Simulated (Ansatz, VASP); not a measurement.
# Two plane-wave programs on Cd4S

```xyz
5
Lattice="-3.2110 3.2110 3.2110 3.2110 -3.2110 3.2110 3.2110 3.2110 -3.2110" Properties=species:S:1:pos:R:3 pbc="T T T"
Cd    1.6055    1.6055    1.6055
Cd   -1.6055    1.6055    1.6055
Cd    1.6055    1.6055   -1.6055
Cd    1.6055   -1.6055    1.6055
S     0.0000    0.0000    0.0000
```

Change from the starting cell: species swapped into the Hg4Pt type (Im-3m, No. 229).

Alike in both runs: functional PBE; k mesh 4 × 4 × 4; occupations gaussian, width 0.1 eV; no spin polarisation.

Ansatz relaxed the structure, and its values are those at the end. VASP's run is a single point on that final structure, the one shown.

```csv
,VASP,Ansatz
version,VASP 6.6.1,Ansatz 0.2.0
potentials or method,"VASP PAW PBE potentials, release 64 (Cd, S), cutoff 520 eV","scalar-relativistic, plane waves, PAW"
valence electrons in the cell,54,86
```

```csv
,VASP,Ansatz,Ansatz less VASP
gap on the k mesh at the Fermi level (eV),none,none,-
pressure (GPa),-0.2,-0.4,-0.21
```

A gap of «none» marks a metal or a gap that the smearing closes. VASP's potentials hold 54 valence electrons a cell and Ansatz's 86, so a difference there can come from the potentials and not from the codes.
